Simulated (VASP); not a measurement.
# CsAuBr3 (I4/mmm) in VASP: single point with LDA

Aim: the single point of CsAuBr3 with LDA.

All numbers are computed with VASP 6.6.1; they aren't measurements. Logs are shortened: lines on timing, memory, paths and dates and some standing lists are left out, and cuts for length are marked.

### 1 The cell of the first run

Symmetry: I4/mmm, No. 139, tetragonal system. The conventional cell has a = 7.490 Å, b = 7.490 Å, c = 10.937 Å, α = 90.00°, β = 90.00°, γ = 90.00°. Within 4.9 Å of Cs (site symmetry -4m2) lie 12 Br at 3.76 to 3.81 Å and 8 Au at 4.64 Å. Au (site symmetry 4/mmm) has 6 Br at 2.48 to 3.04 Å within 3.3 Å. Within 3.2 Å of Au (site symmetry 4/mmm) lie 6 Br at 2.43 to 2.82 Å. Br (site symmetry m2m) has 2 Au at 2.48 to 2.82 Å within 3.3 Å. Br (site symmetry 4mm) has 2 Au at 2.43 to 3.04 Å within 3.2 Å.

### 2 Single point, LDA

File INCAR:

```
SYSTEM = CsAuBr3
  PREC = Accurate
  ENCUT = 520
  EDIFF = 1E-7
  ISMEAR = 0
  SIGMA = 0.02
  LREAL = .False.
  LASPH = .True.
  NELM = 100
  ALGO = Normal
  ISIF = 2
  LWAVE = .False.
  LCHARG = .False.
  GGA = CA
  NBANDS = 52
```

File KPOINTS:

```
Automatic mesh
0
Gamma
  6 6 6
  0 0 0
```

File POSCAR:

```
CsAuBr3
1.0
   -3.7447567014      3.7447567014      5.4683375735
    3.7447567014     -3.7447567014      5.4683375735
    3.7447567014      3.7447567014     -5.4683375735
Cs Au Br
2 2 6
Direct
    0.7500000000      0.2500000000      0.5000000000
    0.2500000000      0.7500000000      0.5000000000
    0.0000000000      0.0000000000      0.0000000000
    0.5000000000      0.5000000000      0.0000000000
    0.2340587934      0.2340587934      0.4681175868
    0.2340587934      0.7659412066      0.0000000000
    0.7659412066      0.7659412066      0.5318824132
    0.7659412066      0.2340587934      0.0000000000
    0.7224316524      0.7224316524      0.0000000000
    0.2775683476      0.2775683476      0.0000000000
```

Potentials or basis: VASP PAW LDA potentials, release 64 (Cs_sv, Au, Br).

Started as:

```
$ cat potpaw_LDA.64/Cs_sv/POTCAR potpaw_LDA.64/Au/POTCAR potpaw_LDA.64/Br/POTCAR > POTCAR
$ mpirun -np 1 vasp_std > vasp.out
```

OUTCAR:

```text
SYSTEM = CsAuBr3
   PREC = Accurate
   ENCUT = 520
   EDIFF = 1E-7
   ISMEAR = 0
   LREAL = .False.
   LASPH = .True.
   NELM = 100
   ISIF = 2
   GGA = CA

 ion  position               nearest neighbor table
   1  0.750  0.250  0.500-
   2  0.250  0.750  0.500-
   3  0.000  0.000  0.000-   5 2.48   7 2.48   6 2.48   8 2.48   9 3.04  10 3.04
   4  0.500  0.500  0.000-   9 2.43  10 2.43   6 2.82   8 2.82   7 2.82   5 2.82
   5  0.234  0.234  0.468-   3 2.48   4 2.82
   6  0.234  0.766  0.000-   3 2.48   4 2.82
   7  0.766  0.766  0.532-   3 2.48   4 2.82
   8  0.766  0.234  0.000-   3 2.48   4 2.82
   9  0.722  0.722  0.000-   4 2.43   3 3.04
  10  0.278  0.278  0.000-   4 2.43   3 3.04

  LATTYP: Found a body centered tetragonal cell.
 ALAT       =     7.4895134028
 C/A-ratio  =     1.4602651145

  Lattice vectors:

 A1 = (  -3.7447567014,   3.7447567014,   5.4683375735)
 A2 = (   3.7447567014,  -3.7447567014,   5.4683375735)
 A3 = (   3.7447567014,   3.7447567014,  -5.4683375735)

Analysis of symmetry for initial positions (statically):
=====================================================================
 Subroutine PRICEL returns:
 Original cell was already a primitive cell.

 Routine SETGRP: Setting up the symmetry group for a
 body centered tetragonal supercell.

 Subroutine GETGRP returns: Found 16 space group operations
 (whereof 16 operations were pure point group operations)
 out of a pool of 16 trial point group operations.

The static configuration has the point symmetry D_4h.

Analysis of symmetry for dynamics (positions and initial velocities):
=====================================================================
 Subroutine PRICEL returns:
 Original cell was already a primitive cell.

 Routine SETGRP: Setting up the symmetry group for a
 body centered tetragonal supercell.

 Subroutine GETGRP returns: Found 16 space group operations
 (whereof 16 operations were pure point group operations)
 out of a pool of 16 trial point group operations.

The dynamic configuration has the point symmetry D_4h.

 Subroutine INISYM returns: Found 16 space group operations
 (whereof 16 operations are pure point group operations),
 and found     1 'primitive' translations

----------------------------------------------------------------------------------------

                                     Primitive cell

  volume of cell :     306.7344

  direct lattice vectors                    reciprocal lattice vectors
    -3.744756701  3.744756701  5.468337574     0.000000000  0.133520023  0.091435467
     3.744756701 -3.744756701  5.468337574     0.133520023  0.000000000  0.091435467
     3.744756701  3.744756701 -5.468337574     0.133520023  0.133520023  0.000000000

  length of vectors
     7.612432024  7.612432024  7.612432024     0.161827195  0.161827195  0.188825827

  position of ions in fractional coordinates (direct lattice)
     0.750000000  0.250000000  0.500000000
     0.250000000  0.750000000  0.500000000
     0.000000000  0.000000000  0.000000000
     0.500000000  0.500000000  0.000000000
     0.234058793  0.234058793  0.468117587
     0.234058793  0.765941207  0.000000000
     0.765941207  0.765941207  0.531882413
     0.765941207  0.234058793  0.000000000
     0.722431652  0.722431652  0.000000000
     0.277568348  0.277568348  0.000000000

  ion indices of the primitive-cell ions
   primitive index   ion index
                 1           1
                 2           2
                 3           3
                 4           4
                 5           5
                 6           6
                 7           7
                 8           8
                 9           9
                10          10

----------------------------------------------------------------------------------------

 KPOINTS: Automatic mesh

Automatic generation of k-mesh.
 Grid dimensions read from file:
 generate k-points for:    6    6    6

 Generating k-lattice:

  Cartesian coordinates                     Fractional coordinates (reciprocal lattice)
     0.000000000  0.022253337  0.015239245     0.166666667  0.000000000 -0.000000000
     0.022253337  0.000000000  0.015239245     0.000000000  0.166666667 -0.000000000
     0.022253337  0.022253337  0.000000000     0.000000000  0.000000000  0.166666667

  Length of vectors
     0.026971199  0.026971199  0.031470971

  Shift w.r.t. Gamma in fractional coordinates (k-lattice)
     0.000000000  0.000000000  0.000000000

 Subroutine IBZKPT returns following result:
 ===========================================

 Found     30 irreducible k-points:

 Following reciprocal coordinates:
            Coordinates               Weight
  0.000000  0.000000  0.000000      1.000000
  0.166667  0.000000 -0.000000      8.000000
  0.333333 -0.000000  0.000000      8.000000
  0.500000  0.000000 -0.000000      4.000000
  0.166667  0.166667  0.000000      8.000000
  0.333333  0.166667  0.000000     16.000000
[... 16 lines left out ...]
 -0.333333 -0.333333  0.166667      8.000000
 -0.166667 -0.333333  0.166667      8.000000
 [... further k-points ...]
   k-points           NKPTS =     30   k-points in BZ     NKDIM =     30   number of bands    NBANDS=     52
   number of dos      NEDOS =    301   number of ions     NIONS =     10
   total plane-waves  NPLWV = 216000
   dimension x,y,z NGX =    60 NGY =   60 NGZ =   60
   dimension x,y,z NGXF=   120 NGYF=  120 NGZF=  120
   ions per type =               2   2   6
   NGX,Y,Z   is equivalent  to a cutoff of  13.10, 13.10, 13.10 a.u.
   NGXF,Y,Z  is equivalent  to a cutoff of  26.21, 26.21, 26.21 a.u.
 SYSTEM =  CsAuBr3
   PREC   = accura    normal or accurate (medium, high low for compatibility)
   ISTART =      0    job   : 0-new  1-cont  2-samecut
   ICHARG =      2    charge: 1-file 2-atom 10-const
   ISPIN  =      1    spin polarized calculation?
   LNONCOLLINEAR =      F non collinear calculations
   LSORBIT =      F    spin-orbit coupling
   LASPH  =      T    aspherical Exc in radial PAW
   ENCUT  =  520.0 eV  38.22 Ry    6.18 a.u.  14.15 14.15 14.15*2*pi/ulx,y,z
   NELM   =    100;   NELMIN=  2; NELMDL= -5     # of ELM steps
   EDIFF  = 0.1E-06   stopping-criterion for ELM
   LREAL  =      F    real-space projection
   EDIFFG = 0.1E-05   stopping-criterion for IOM
   NSW    =      0    number of steps for IOM
   IBRION =     -1    ionic relax: 0-MD 1-quasi-New 2-CG
   NFREE  =      0    steps in history (QN), initial steepest desc. (CG)
   ISIF   =      2    stress and relaxation
   ISYM   =      2    0-nonsym 1-usesym 2-fastsym
   POTIM  = 0.5000    time-step for ionic-motion
   TEBEG  =    0.0;   TEEND  =   0.0 temperature during run
   PSTRESS=    0.0 pullay stress
   NELECT =      82.0000    total number of electrons
   NUPDOWN=      -1.0000    fix difference up-down
   EMIN   =  10.00;   EMAX   =-10.00  energy-range for DOS
   EFERMI =   0.00;   METHOD = LEGACY
   ISMEAR =     0;   SIGMA  =   0.02  broadening in eV -4-tet -1-fermi 0-gaus
   EFERMI_NEDOS =   21; number of points for ismear=-14 and -15
   IALGO  =     38    algorithm
   IMIX   =      4    mixing-type and parameters
     AMIX     =   0.40;   BMIX     =  1.00
     AMIX_MAG =   1.60;   BMIX_MAG =  1.00
  volume/ion in A,a.u.               =      30.67       206.99
  Fermi-wavevector in a.u.,A,eV,Ry     =   1.054610  1.992924 15.132434  1.112203
  Thomas-Fermi vector in A             =   2.189777
   LORBIT       =      0    0 simple, 1 ext, 2 COOP (PROOUT), +10 PAW based schemes
   GGA     = CA    functional components
   LHFCALC =     F    Hartree Fock is set to
   AEXX    =    0.0000 exact exchange contribution
   IVDW    =     0    specifies the selected vdW correction
   LEPSILON=     F    determine dielectric tensor
   LRPA    =     F    only Hartree local field effects (RPA)
 non-spin polarized calculation
 Gauss-broadening in eV      SIGMA  =   0.02
  energy-cutoff  :      520.00
  volume of cell :      306.73
 maximum number of plane-waves:      8312
 NGX is ok and might be reduce to    60
   NGX = 29   NGY = 29   NGZ = 29

 number of electron      82.0000004 magnetization

 Free energy of the ion-electron system (eV)
  ---------------------------------------------------
  ext. energy  EPLUGINS =         0.00000000
  ---------------------------------------------------
  free energy    TOTEN  =       -32.67072544 eV

  energy without entropy =      -32.67072399  energy(sigma->0) =      -32.67072472

 E-fermi :   1.9659     XC(G=0):  -9.1507

 val. band max:        1.9181802601   @ k =  -0.1667   0.1667   0.1667
 cond. band min:       2.0164509200   @ k =  -0.1667   0.3333   0.1667
 fundamental gap:      0.0982706598
 Fermi energy:         1.9658899556

 k-point     1 :       0.0000    0.0000    0.0000
  band No.  band energies     occupation
      1     -18.5192      2.00000
      2     -18.5022      2.00000
      3     -13.2483      2.00000
      4     -12.6356      2.00000
      5     -12.6356      2.00000
      6     -12.5760      2.00000
[... 44 lines left out ...]
     51       7.6157      0.00000
     52       7.6158      0.00000

 k-point     2 :       0.1667    0.0000   -0.0000
  band No.  band energies     occupation
      1     -18.5178      2.00000
      2     -18.5031      2.00000
      3     -13.2208      2.00000
      4     -12.6991      2.00000
      5     -12.6322      2.00000
      6     -12.5806      2.00000
[... 44 lines left out ...]
     51       7.7419      0.00000
     52       7.7763      0.00000
[... 1153 lines left out ...]
     51       8.0840      0.00000
     52       8.2174      0.00000

 k-point    24 :      -0.1667   -0.3333    0.1667
  band No.  band energies     occupation
      1     -18.5152      2.00000
      2     -18.5045      2.00000
      3     -13.1817      2.00000
      4     -12.7426      2.00000
      5     -12.6373      2.00000
      6     -12.5858      2.00000
[... 44 lines left out ...]
     51       7.8764      0.00000
     52       8.1037      0.00000

 [... further k-points ...]

------------------------ aborting loop because EDIFF is reached ----------------------------------------

  FORCE on cell =-STRESS in cart. coord.  units (eV):
  Direction    XX          YY          ZZ          XY          YZ          ZX
  --------------------------------------------------------------------------------------
  -------------------------------------------------------------------------------------
  Total        0.1782914      0.1782914      0.2157418      0.0000000     -0.0000000      0.0000000
  in kB        0.9312763      0.9312763      1.1268921      0.0000000     -0.0000000      0.0000000
  external PRESSURE =       0.9964816 kB  Pullay stress =       0.0000000 kB

 VOLUME and BASIS-vectors are now :
 -----------------------------------------------------------------------------
  energy-cutoff  :      520.00
  volume of cell :      306.73
      direct lattice vectors                 reciprocal lattice vectors
    -3.744756701  3.744756701  5.468337574     0.000000000  0.133520023  0.091435467
     3.744756701 -3.744756701  5.468337574     0.133520023  0.000000000  0.091435467
     3.744756701  3.744756701 -5.468337574     0.133520023  0.133520023  0.000000000

 POSITION                                       TOTAL-FORCE (eV/Angst)
 -----------------------------------------------------------------------------------
      0.00000      3.74476      2.73417         0.000000      0.000000      0.000000
      3.74476      0.00000      2.73417         0.000000      0.000000      0.000000
      0.00000      0.00000      0.00000         0.000000      0.000000      0.000000
      0.00000      0.00000      5.46834         0.000000      0.000000      0.000000
      1.75299      1.75299      0.00000         0.018321      0.018321      0.000000
      1.99177     -1.99177      5.46834        -0.018321      0.018321      0.000000
      1.99177      1.99177      5.46834        -0.018321     -0.018321      0.000000
     -1.99177      1.99177      5.46834         0.018321     -0.018321      0.000000
      0.00000      0.00000      7.90100         0.000000      0.000000      0.038254
      0.00000      0.00000      3.03567         0.000000      0.000000     -0.038254
 -----------------------------------------------------------------------------------
    total drift:                               -0.000000     -0.000000      0.000000

  FREE ENERGIE OF THE ION-ELECTRON SYSTEM (eV)
  ---------------------------------------------------
  free  energy   TOTEN  =       -32.6707254432 eV

  energy  without entropy=      -32.6707239892  energy(sigma->0) =      -32.67072472
```

It took 8.8 min on 1 thread of AMD EPYC 7R13 (Zen 3), shared host; peak memory 0.6 GiB.

What came out:

```
Free energy            : -32.6707 eV
Pressure               : 0.1 GPa
Largest force          : 0.038 eV/Å
Band gap on the k mesh : 0.10 eV (least direct gap 0.22 eV)
```

Forces on the atoms (eV/Å):
```
Cs   0.000  0.000  0.000
Cs   0.000  0.000  0.000
Au   0.000  0.000  0.000
Au   0.000  0.000  0.000
Br   0.018  0.018  0.000
Br  -0.018  0.018  0.000
Br  -0.018 -0.018  0.000
Br   0.018 -0.018  0.000
Br   0.000  0.000  0.038
Br   0.000  0.000 -0.038
```

Caveat: spin-orbit coupling is left out, which moves the levels of the heavy elements.
